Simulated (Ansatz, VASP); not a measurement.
**Sc3Te2: VASP beside Ansatz**

```
Sc Te
1.0
     4.99927    0.00000    0.00000
     0.00000    4.99927    0.00000
     0.00000    0.00000    4.99927
Sc Te
3 2
Direct
  0.50000 0.00000 0.00000
  0.00000 0.50000 0.00000
  0.00000 0.00000 0.50000
  0.50000 0.50000 0.50000
  0.00000 0.00000 0.00000
```

Change from the starting cell: species swapped into the Tl2F3 type (Pm-3m, No. 221).

Alike in both runs: task relaxation of cell and atoms; functional PBE; k mesh 4 × 4 × 4; occupations gaussian, width 0.1 eV; no spin polarisation.

```csv
,VASP,Ansatz
version,VASP 6.6.1,Ansatz 0.2.0
potentials or method,"VASP PAW PBE potentials, release 64 (Sc_sv, Te), cutoff 600 eV","scalar-relativistic, plane waves, PAW"
valence electrons in the cell,45,65
```

```tsv
	VASP	Ansatz	Ansatz less VASP
gap on the k mesh at the Fermi level, each at its own relaxed structure (eV)	none	none	-
relaxed volume (Å³/atom)	30.26	30.22	-0.039
relaxed cell length with the largest relative difference (Å)	5.328	5.326	-0.0023
```

A gap of «none» marks a metal or a gap that the smearing closes. VASP's potentials hold 45 valence electrons a cell and Ansatz's 65, so a difference there can come from the potentials and not from the codes.

Spin-orbit coupling is off throughout. Noted on VASP's run: the volume moved by over 15 % at a fixed basis, so the end points are rough.
